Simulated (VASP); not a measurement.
B5P:

```
B P
1.0
     3.98425    0.00000    0.00000
    -1.99212    3.45046    0.00000
     0.00000    0.00000    3.79189
B P
5 1
Cartesian
  0.0000 2.3003 1.8959
  -1.3363 2.3145 0.0000
  2.6726 0.0000 0.0000
  0.6558 1.1359 0.0000
  1.9921 1.1502 1.8959
  0.0000 0.0000 1.8959
```

The cell was built from a structure type or drawn by symmetry, and may not be a known phase.

| Item | Value |
| --- | --- |
| Program | VASP 6.6.1 |
| Task | relaxation of cell and atoms |
| Functional | PBE |
| Potentials or basis | VASP PAW PBE potentials, release 64 (B, P) |
| Cutoff | 500 eV |
| k mesh | 5 × 5 × 4 |
| Occupations | gaussian, width 0.2 eV |
| Spin | no spin polarisation |

At the start: pressure -22.7 GPa; volume 8.69 Å³/atom.

Problem. How do energy, volume and symmetry change on relaxing?

Solution. Over 20 steps the energy falls by 583.3 meV/atom and the volume is 8.25 Å³/atom (-5.0 %); space group P-62m (No. 189, to 0.1 Å) before, P6/mmm (No. 191, to 0.1 Å).

Step by step:
| step | energy change (eV) | largest force (eV/Å) | pressure (GPa) | volume (Å³) |
| --- | --- | --- | --- | --- |
| 1 | 0.0000 | 0.3407 | -22.68 | 52.13 |
| 2 | -1.6363 | 0.6196 | -1.20 | 43.27 |
| 3 | -1.7224 | 0.5998 | 7.70 | 41.59 |
| 4 | -1.9045 | 0.4035 | 6.32 | 42.36 |
| 5 | -1.9545 | 0.4290 | 6.96 | 42.66 |
| 6 | -2.2020 | 0.4295 | 8.62 | 43.19 |
| 7 | -2.1038 | 0.4769 | 19.66 | 43.98 |
| 8 | -2.2219 | 0.4574 | 14.47 | 43.70 |
| 9 | -2.2549 | 0.4155 | 9.97 | 43.36 |
| 10 | -2.2594 | 0.4266 | 12.14 | 43.54 |
| 11 | -2.4138 | 1.0716 | -6.50 | 49.05 |
| 12 | -2.4177 | 0.9538 | -3.96 | 48.08 |
| 13 | -2.6994 | 1.3302 | -5.12 | 49.49 |
| 14 | -3.0726 | 1.1294 | -7.18 | 51.38 |
| 15 | -3.2653 | 0.0155 | -12.72 | 55.31 |
| 16 | -3.3094 | 0.4200 | -10.45 | 53.94 |
| 17 | -3.4544 | 0.0483 | 0.14 | 50.85 |
| 18 | -3.4563 | 0.0076 | -1.08 | 51.15 |
| 19 | -3.4752 | 0.0107 | -1.03 | 50.72 |
| 20 | -3.4999 | 0.0187 | -0.28 | 49.53 |

Final structure:
```cif
data_structure
_symmetry_space_group_name_H-M 'P 1'
_symmetry_Int_Tables_number 1
_cell_length_a 3.5138
_cell_length_b 3.5138
_cell_length_c 4.6320
_cell_angle_alpha 90.000
_cell_angle_beta 90.000
_cell_angle_gamma 120.000
_cell_volume 49.53
loop_
_atom_site_label
_atom_site_type_symbol
_atom_site_fract_x
_atom_site_fract_y
_atom_site_fract_z
_atom_site_occupancy
B1 B 0.33333 0.66667 0.50000 1
B2 B 0.00000 0.49887 0.00000 1
B3 B 0.49887 0.00000 0.00000 1
B4 B 0.50113 0.50113 0.00000 1
B5 B 0.66667 0.33333 0.50000 1
P1 P 0.00000 0.00000 0.50000 1
```

Caveat: the k points lie up to 0.41 Å⁻¹ apart in the final cell, too coarse for converged energies and pressures of a metal; a cell axis changed by over 15 % at a fixed basis, so the end point is rough.
